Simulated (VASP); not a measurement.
Wanted: the native input for a VASP 6.6.1 run.

* Task: single point
* Functional: LDA
* Potentials or basis: VASP PAW LDA potentials, release 64 (Zn, K_sv, F)
* Cutoff: 520 eV
* k mesh: 7 × 7 × 7
* Occupations: fermi-dirac, width 0.05 eV
* Spin: no spin polarisation
* Dipole correction: no
* Further INCAR settings: ALGO = Normal; EDIFF = 1e-06; NBANDS = 29

The structure of KZnF3 lies in POSCAR:

```
KZnF3
1.0
    4.0500000000      0.0000000000      0.0000000000
    0.0000000000      4.0500000000      0.0000000000
    0.0000000000      0.0000000000      4.0500000000
Zn K F
1 1 3
Direct
    0.5000000000      0.5000000000      0.5000000000
    0.0000000000      0.0000000000      0.0000000000
    0.5000000000      0.0000000000      0.5000000000
    0.0000000000      0.5000000000      0.5000000000
    0.5000000000      0.5000000000      0.0000000000
```

One way to write it, as run:

INCAR

```
  PREC = Accurate
  ENCUT = 520
  EDIFF = 1E-6
  ISMEAR = -1
  SIGMA = 0.05
  LREAL = F
  LASPH = T
  NELM = 100
  ALGO = Normal
  ISIF = 2
  LWAVE = F
  LCHARG = F
  NBANDS = 29
```

KPOINTS

```
Automatic mesh
0
Gamma
  7 7 7
```

Potentials or basis: VASP PAW LDA potentials, release 64 (Zn, K_sv, F).

Command:

```sh
$ cat potpaw_LDA.64/Zn/POTCAR potpaw_LDA.64/K_sv/POTCAR potpaw_LDA.64/F/POTCAR > POTCAR
$ mpirun -np 1 vasp_std > vasp.out
```

Results of the run:

```yaml
Pressure: -4.3 GPa
Band_gap_on_the_k_mesh: 3.71 eV (least direct gap 5.40 eV)
```

Caveat: the cell stands under tension; an odd mesh through Γ misses points on the zone boundary, where band edges can lie.

Run time: 43 s on 1 thread of Intel Xeon 8259CL, on a shared host, peak memory 0.17 GiB.
